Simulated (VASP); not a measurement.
Write the native input for VASP 6.6.1 that does the following.

```yaml
Task: single point
Functional: r2SCAN
Potentials_or_basis: VASP PAW PBE potentials, release 64 (Te, Mo_sv)
Cutoff: 520 eV
k_mesh: 12 × 12 × 2
Occupations: gaussian, width 0.05 eV
Spin: no spin polarisation
Dipole_correction: no
Further_INCAR_settings: ALGO = Normal; EDIFF = 1e-06; NBANDS = 20
```

System: Te2Mo, a slab with vacuum.

```
CELL_PARAMETERS angstrom
3.56023 0.00000 0.00000
-1.78012 3.08325 0.00000
0.00000 0.00000 18.92598
ATOMIC_POSITIONS crystal
Te 0.33333 0.66667 0.89786
Te 0.33333 0.66667 0.10214
Mo 0.00000 0.00000 0.00000
```

This cell differs from its parent crystal: strain +0.000 along x and y, +0.080 along z.

One way to write it, as run:

POSCAR

```
Te2Mo
1.0
    3.5602328140      0.0000000000      0.0000000000
   -1.7801164070      3.0832520603      0.0000000000
    0.0000000000      0.0000000000     18.9259824456
Te Mo
2 1
Direct
    0.3333333333      0.6666666667      0.8978554500
    0.3333333333      0.6666666667      0.1021445500
    0.0000000000      0.0000000000      0.0000000000
```

INCAR.step1

```
  ALGO = Normal
  EDIFF = 1E-4
  ENCUT = 520
  GGA = PE
  ISMEAR = 0
  LASPH = True
  LCHARG = False
  LREAL = False
  LWAVE = True
  NBANDS = 20
  NELM = 60
  PREC = Accurate
  SIGMA = 0.05
```

INCAR.step2

```
  ALGO = Normal
  EDIFF = 1E-6
  ENCUT = 520
  ISIF = 2
  ISMEAR = 0
  ISTART = 1
  LASPH = True
  LCHARG = False
  LMIXTAU = True
  LREAL = False
  LWAVE = False
  METAGGA = R2SCAN
  NBANDS = 20
  NELM = 60
  PREC = Accurate
  SIGMA = 0.05
```

KPOINTS

```
k-points
0
Gamma
  12 12 2
```

Potentials or basis: VASP PAW PBE potentials, release 64 (Te, Mo_sv).

Launch:

```console
$ cat potpaw_PBE.64/Te/POTCAR potpaw_PBE.64/Mo_sv/POTCAR > POTCAR
$ cp INCAR.step1 INCAR
$ mpirun -np 1 vasp_std > vasp.out
$ cp INCAR.step2 INCAR
$ mpirun -np 1 vasp_std > vasp.out
```

Results of the run:

```
Largest force          : 1.665 eV/Å
Band gap on the k mesh : 1.08 eV (least direct gap 1.24 eV)
```

Caveat: the cell differs from its parent crystal (strain +0.000 along x and y, +0.080 along z); the PAW data sets were made with another functional, which shifts forces and pressure a little; spin-orbit coupling is left out, which moves the levels of the heavy elements.

It took 28 min on 1 thread of AMD EPYC 7R13, with other jobs on the host, peak memory 0.44 GiB.
